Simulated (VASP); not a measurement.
# Rb (Im-3m) in VASP: a series of runs, part 4 of 4

VASP 6.6.1. Earlier steps stand in the parts before.

## 6. Single point, r2SCAN+rVV10

This run uses another cell than the first one, of 91.58 Å³/atom.

Contents of POSCAR:

```
Rb
1.0
   -2.8395824456      2.8395824456      2.8395824456
    2.8395824456     -2.8395824456      2.8395824456
    2.8395824456      2.8395824456     -2.8395824456
Rb
1
Direct
    0.0000000000      0.0000000000      0.0000000000
```

Contents of INCAR.step1:

```
ALGO = Normal ; EDIFF = 1E-4
ENCUT = 520 ; GGA = PE
ISMEAR = 0 ; LASPH = True
LCHARG = False ; LREAL = False
LWAVE = True ; NBANDS = 10
NELM = 80 ; PREC = Accurate
SIGMA = 0.1
```

Contents of INCAR.step2:

```
ALGO = Normal ; BPARAM = 11.95
CPARAM = 0.0093 ; EDIFF = 1E-6
ENCUT = 520 ; ISIF = 2
ISMEAR = 0 ; ISTART = 1
IVDW_NL = 2 ; LASPH = True
LCHARG = False ; LMIXTAU = True
LREAL = False ; LUSE_VDW = True
LWAVE = False ; METAGGA = R2SCAN
NBANDS = 10 ; NELM = 80
PREC = Accurate ; SIGMA = 0.1
```

Contents of KPOINTS:

```
k-points
0
Gamma
  10 10 10
```

Potentials or basis: VASP PAW PBE potentials, release 64 (Rb_sv).

On the command line:

```
cat potpaw_PBE.64/Rb_sv/POTCAR > POTCAR
cp INCAR.step1 INCAR
mpirun -np 1 vasp_std > vasp.out
cp INCAR.step2 INCAR
mpirun -np 1 vasp_std > vasp.out
```

OUTCAR:

```text
BPARAM = 11.95
   EDIFF = 1E-6
   ENCUT = 520
   ISIF = 2
   ISMEAR = 0
   ISTART = 1
   IVDW_NL = 2
   LASPH = True
   LREAL = False
   METAGGA = R2SCAN
   NELM = 80
   PREC = Accurate

 ion  position               nearest neighbor table
   1  0.000  0.000  0.000-

  LATTYP: Found a body centered cubic cell.
 ALAT       =     5.6791648912

  Lattice vectors:

 A1 = (  -2.8395824456,   2.8395824456,   2.8395824456)
 A2 = (   2.8395824456,  -2.8395824456,   2.8395824456)
 A3 = (   2.8395824456,   2.8395824456,  -2.8395824456)

Analysis of symmetry for initial positions (statically):
=====================================================================
 Subroutine PRICEL returns:
 Original cell was already a primitive cell.

 Routine SETGRP: Setting up the symmetry group for a
 body centered cubic supercell.

 Subroutine GETGRP returns: Found 48 space group operations
 (whereof 48 operations were pure point group operations)
 out of a pool of 48 trial point group operations.

The static configuration has the point symmetry O_h .

Analysis of symmetry for dynamics (positions and initial velocities):
=====================================================================
 Subroutine PRICEL returns:
 Original cell was already a primitive cell.

 Routine SETGRP: Setting up the symmetry group for a
 body centered cubic supercell.

 Subroutine GETGRP returns: Found 48 space group operations
 (whereof 48 operations were pure point group operations)
 out of a pool of 48 trial point group operations.

The dynamic configuration has the point symmetry O_h .

 Subroutine INISYM returns: Found 48 space group operations
 (whereof 48 operations are pure point group operations),
 and found     1 'primitive' translations

----------------------------------------------------------------------------------------

                                     Primitive cell

  volume of cell :      91.5848

  direct lattice vectors                    reciprocal lattice vectors
    -2.839582446  2.839582446  2.839582446     0.000000000  0.176082227  0.176082227
     2.839582446 -2.839582446  2.839582446     0.176082227  0.000000000  0.176082227
     2.839582446  2.839582446 -2.839582446     0.176082227  0.176082227  0.000000000

  length of vectors
     4.918301068  4.918301068  4.918301068     0.249017873  0.249017873  0.249017873

  position of ions in fractional coordinates (direct lattice)
     0.000000000  0.000000000  0.000000000

  ion indices of the primitive-cell ions
   primitive index   ion index
                 1           1

----------------------------------------------------------------------------------------

 KPOINTS: k-points

Automatic generation of k-mesh.
 Grid dimensions read from file:
 generate k-points for:   10   10   10

 Generating k-lattice:

  Cartesian coordinates                     Fractional coordinates (reciprocal lattice)
     0.000000000  0.017608223  0.017608223     0.100000000  0.000000000  0.000000000
     0.017608223  0.000000000  0.017608223     0.000000000  0.100000000  0.000000000
     0.017608223  0.017608223  0.000000000     0.000000000  0.000000000  0.100000000

  Length of vectors
     0.024901787  0.024901787  0.024901787

  Shift w.r.t. Gamma in fractional coordinates (k-lattice)
     0.000000000  0.000000000  0.000000000

 Subroutine IBZKPT returns following result:
 ===========================================

 Found     47 irreducible k-points:

 Following reciprocal coordinates:
            Coordinates               Weight
  0.000000  0.000000  0.000000      1.000000
  0.100000  0.000000  0.000000     12.000000
  0.200000  0.000000  0.000000     12.000000
  0.300000  0.000000  0.000000     12.000000
  0.400000  0.000000  0.000000     12.000000
  0.500000  0.000000  0.000000      6.000000
[... 16 lines left out ...]
  0.300000  0.300000  0.100000      8.000000
 -0.300000  0.300000  0.100000     24.000000
 [... further k-points ...]
   k-points           NKPTS =     47   k-points in BZ     NKDIM =     47   number of bands    NBANDS=     10
   number of dos      NEDOS =    301   number of ions     NIONS =      1
   total plane-waves  NPLWV =  64000
   dimension x,y,z NGX =    40 NGY =   40 NGZ =   40
   dimension x,y,z NGXF=    80 NGYF=   80 NGZF=   80
   ions per type =               1
   NGX,Y,Z   is equivalent  to a cutoff of  13.52, 13.52, 13.52 a.u.
   NGXF,Y,Z  is equivalent  to a cutoff of  27.04, 27.04, 27.04 a.u.
 SYSTEM =  unknown system
   PREC   = accura    normal or accurate (medium, high low for compatibility)
   ISTART =      1    job   : 0-new  1-cont  2-samecut
   ICHARG =      0    charge: 1-file 2-atom 10-const
   ISPIN  =      1    spin polarized calculation?
   LNONCOLLINEAR =      F non collinear calculations
   LSORBIT =      F    spin-orbit coupling
   LASPH  =      T    aspherical Exc in radial PAW
   ENCUT  =  520.0 eV  38.22 Ry    6.18 a.u.   9.14  9.14  9.14*2*pi/ulx,y,z
   NELM   =     80;   NELMIN=  2; NELMDL=  0     # of ELM steps
   EDIFF  = 0.1E-05   stopping-criterion for ELM
   LREAL  =      F    real-space projection
   EDIFFG = 0.1E-04   stopping-criterion for IOM
   NSW    =      0    number of steps for IOM
   IBRION =     -1    ionic relax: 0-MD 1-quasi-New 2-CG
   NFREE  =      0    steps in history (QN), initial steepest desc. (CG)
   ISIF   =      2    stress and relaxation
   ISYM   =      2    0-nonsym 1-usesym 2-fastsym
   POTIM  = 0.5000    time-step for ionic-motion
   TEBEG  =    0.0;   TEEND  =   0.0 temperature during run
   PSTRESS=    0.0 pullay stress
   NELECT =       9.0000    total number of electrons
   NUPDOWN=      -1.0000    fix difference up-down
   EMIN   =  10.00;   EMAX   =-10.00  energy-range for DOS
   EFERMI =   0.00;   METHOD = LEGACY
   ISMEAR =     0;   SIGMA  =   0.10  broadening in eV -4-tet -1-fermi 0-gaus
   EFERMI_NEDOS =   21; number of points for ismear=-14 and -15
   IALGO  =     38    algorithm
   IMIX   =      4    mixing-type and parameters
     AMIX     =   0.40;   BMIX     =  1.00
     AMIX_MAG =   1.60;   BMIX_MAG =  1.00
  volume/ion in A,a.u.               =      91.58       618.04
  Fermi-wavevector in a.u.,A,eV,Ry     =   0.755465  1.427622  7.765223  0.570728
  Thomas-Fermi vector in A             =   1.853366
   LORBIT       =      0    0 simple, 1 ext, 2 COOP (PROOUT), +10 PAW based schemes
   METAGGA = R2SCAN    functional components
   LHFCALC =     F    Hartree Fock is set to
   AEXX    =    0.0000 exact exchange contribution
   IVDW_NL    =     2    kernel type
   BPARAM     =11.9500
   IVDW    =     0    specifies the selected vdW correction
   LEPSILON=     F    determine dielectric tensor
   LRPA    =     F    only Hartree local field effects (RPA)
 non-spin polarized calculation
 Gauss-broadening in eV      SIGMA  =   0.10
  energy-cutoff  :      520.00
  volume of cell :       91.58
 maximum number of plane-waves:      2491
 NGX is ok and might be reduce to    40
   NGX = 19   NGY = 19   NGZ = 19

 number of electron       9.0000000 magnetization

 Free energy of the ion-electron system (eV)
  ---------------------------------------------------
  ext. energy  EPLUGINS =         0.00000000
  ---------------------------------------------------
  free energy    TOTEN  =       -13.62407308 eV

  energy without entropy =      -13.61840551  energy(sigma->0) =      -13.62123930

 E-fermi :   0.0320     XC(G=0):  -5.7317

 val. band max:        0.0278084663   @ k =   0.3000   0.2000  -0.0000
 cond. band min:       0.1088946582   @ k =  -0.4000   0.4000   0.2000
 fundamental gap:      0.0810861919
 Fermi energy:         0.0319610099

 k-point     1 :       0.0000    0.0000    0.0000
  band No.  band energies     occupation
      1     -30.0001      2.00000
      2     -13.4914      2.00000
      3     -13.4914      2.00000
      4     -13.4914      2.00000
      5      -2.0569      2.00000
      6       4.1490      0.00000
      7       4.1490      0.00000
      8       4.1490      0.00000
      9       5.1260      0.00000
     10       5.1260      0.00000
[... 287 lines left out ...]
 k-point    24 :      -0.3000    0.3000    0.1000
  band No.  band energies     occupation
      1     -29.9968      2.00000
      2     -13.5540      2.00000
      3     -13.5153      2.00000
      4     -13.4986      2.00000
      5      -0.8905      2.00000
      6       2.3133      0.00000
      7       3.2524      0.00000
      8       4.1547      0.00000
      9       5.1293      0.00000
     10       5.6192      0.00000

 [... further k-points ...]

------------------------ aborting loop because EDIFF is reached ----------------------------------------

  FORCE on cell =-STRESS in cart. coord.  units (eV):
  Direction    XX          YY          ZZ          XY          YZ          ZX
  --------------------------------------------------------------------------------------
  -------------------------------------------------------------------------------------
  Total        0.0104533      0.0104533      0.0104533      0.0000000     -0.0000000      0.0000000
  in kB        0.1828698      0.1828698      0.1828698      0.0000000     -0.0000000      0.0000000
  external PRESSURE =       0.1828698 kB  Pullay stress =       0.0000000 kB

 VOLUME and BASIS-vectors are now :
 -----------------------------------------------------------------------------
  energy-cutoff  :      520.00
  volume of cell :       91.58
      direct lattice vectors                 reciprocal lattice vectors
    -2.839582446  2.839582446  2.839582446     0.000000000  0.176082227  0.176082227
     2.839582446 -2.839582446  2.839582446     0.176082227  0.000000000  0.176082227
     2.839582446  2.839582446 -2.839582446     0.176082227  0.176082227  0.000000000

 POSITION                                       TOTAL-FORCE (eV/Angst)
 -----------------------------------------------------------------------------------
      0.00000      0.00000      0.00000        -0.000000      0.000000     -0.000000
 -----------------------------------------------------------------------------------
    total drift:                                0.000000      0.000000     -0.000000

  FREE ENERGIE OF THE ION-ELECTRON SYSTEM (eV)
  ---------------------------------------------------
  free  energy   TOTEN  =       -13.6240730829 eV

  energy  without entropy=      -13.6184055103  energy(sigma->0) =      -13.62123930
```

OUTCAR.step1:

```text
EDIFF = 1E-4
   ENCUT = 520
   GGA = PE
   ISMEAR = 0
   LASPH = True
   LREAL = False
[... 527 lines left out ...]

 POSITION                                       TOTAL-FORCE (eV/Angst)
 -----------------------------------------------------------------------------------
      0.00000      0.00000      0.00000         0.000000     -0.000000      0.000000
 -----------------------------------------------------------------------------------
    total drift:                                0.000000      0.000000     -0.000000

  FREE ENERGIE OF THE ION-ELECTRON SYSTEM (eV)
  ---------------------------------------------------
  free  energy   TOTEN  =        -0.9358802539 eV

  energy  without entropy=       -0.9296728476  energy(sigma->0) =       -0.93277655
```

OSZICAR.step1:

```text
N       E                     dE             d eps       ncg     rms          rms(c)
DAV:   1     0.448237494687E+02    0.44824E+02   -0.32348E+03   940   0.653E+02
DAV:   2     0.194507923095E+01   -0.42879E+02   -0.41768E+02  1044   0.124E+02
DAV:   3    -0.808984217334E+00   -0.27541E+01   -0.27497E+01  1202   0.331E+01
DAV:   4    -0.931304067772E+00   -0.12232E+00   -0.12219E+00  1336   0.622E+00
DAV:   5    -0.934210261970E+00   -0.29062E-02   -0.29059E-02  1268   0.777E-01    0.122E+00
DAV:   6    -0.934806613765E+00   -0.59635E-03   -0.19553E-03  1288   0.253E-01    0.737E-01
DAV:   7    -0.935750530847E+00   -0.94392E-03   -0.31064E-03  1092   0.321E-01    0.461E-02
DAV:   8    -0.935867960720E+00   -0.11743E-03   -0.11758E-04  1068   0.837E-02    0.207E-02
DAV:   9    -0.935880253860E+00   -0.12293E-04   -0.11443E-05   552   0.276E-02
   1 F= -.93588025E+00 E0= -.93277655E+00  d E =-.620741E-02
```

It took 6.7 min on 1 thread of Intel Xeon 8259CL, shared host; peak memory 0.51 GiB.

Results:

```yaml
Free_energy: -13.6241 eV
Pressure: 0.0 GPa
Band_gap_on_the_k_mesh: zero (an odd number of electrons rules out a gap without spin polarisation)
```

Caveat: the PAW data sets were made with another functional, which shifts forces and pressure a little.

## 7. The runs side by side

| cell | k mesh | gap on the mesh (eV) | pressure (GPa) |
| --- | --- | --- | --- |
| a = 4.854 Å, angles 109.5°, 1 atom | 4 × 4 × 4 | none | 0.2 |
| a = 4.766 Å, angles 109.5°, 1 atom | 10 × 10 × 10 | none | 0.3 |
| a = 4.818 Å, angles 109.5°, 1 atom | 10 × 10 × 10 | none | 0.2 |
| a = 4.869 Å, angles 109.5°, 1 atom | 10 × 10 × 10 | none | 0.1 |
| a = 4.918 Å, angles 109.5°, 1 atom | 10 × 10 × 10 | none | 0.0 |

Alike in all rows: task single point; level r2SCAN+rVV10; potentials or basis VASP PAW PBE potentials, release 64 (Rb_sv); no spin polarisation; cutoff (eV) 520; smearing gaussian 0.1 eV.

Caveats: some runs use coarse meshes; the PAW data sets were made with another functional, which shifts forces and pressure a little.

Total energies depend on the potentials used, so only differences within one code and one set of settings carry meaning.

The gap in the log of VASP goes by the Fermi energy; the results here count the filled bands.